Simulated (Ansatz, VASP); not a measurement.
## NbAs in VASP and in Ansatz

```xyz
2
Lattice="0.0000 2.6020 2.6020 2.6020 0.0000 2.6020 2.6020 2.6020 0.0000" Properties=species:S:1:pos:R:3 pbc="T T T"
Nb    0.0000    0.0000    0.0000
As    2.6020    2.6020    2.6020
```

Change from the starting cell: functional lda, volume scaled by 0.96.

Alike in both runs: task single point; functional LDA; k mesh 11 × 11 × 11; occupations fermi-dirac, width 0.05 eV; no spin polarisation.

|  | VASP | Ansatz |
| --- | --- | --- |
| version | VASP 6.6.1 | Ansatz 0.2.0 |
| potentials or method | VASP PAW LDA potentials, release 64 (Nb_sv, As), cutoff 520 eV | all-electron LAPW, scalar-relativistic |

|  | VASP | Ansatz | Ansatz less VASP |
| --- | --- | --- | --- |
| pressure (GPa) | -1.9 | -2.2 | -0.35 |

LDA's correlation is that of Perdew and Zunger in VASP and of Perdew and Wang (1992) in Ansatz. Ansatz ran all-electron here, and VASP with PAW potentials.
